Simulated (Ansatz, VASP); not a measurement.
**CuI: VASP beside Ansatz**

```
Cu I
1.0
     0.00000    2.85611    2.85611
     2.85611    0.00000    2.85611
     2.85611    2.85611    0.00000
Cu I
1 1
Direct
  0.00000 0.00000 0.00000
  0.50000 0.50000 0.50000
```

Alike in both runs: task single point; functional HSE06; k mesh 4 × 4 × 4; occupations fermi-dirac, width 0.02 eV; no spin polarisation.

|  | VASP | Ansatz |
| --- | --- | --- |
| version | VASP 6.6.1 | Ansatz 0.2.0 |
| potentials or method | VASP PAW PBE potentials, release 64 (Cu, I) | plane waves, PAW |
| plane-wave cutoff (eV) | 520 | 420 |
| valence electrons in the cell | 18 | 36 |

```csv
,VASP,Ansatz,Ansatz less VASP
gap on the k mesh at the Fermi level (eV),0.91,0.94,+0.036
pressure (GPa),1.6,1.9,+0.30
```

The functional is the same, so the differences come from potentials, cutoffs and numerics. VASP's potentials hold 18 valence electrons a cell and Ansatz's 36, so a difference there can come from the potentials and not from the codes. Ansatz's warnings: stress exchange threshold loose, stress scf threshold loose.

The k mesh is coarse, so the values compare programs but aren't converged. Neither program's run includes spin-orbit coupling.
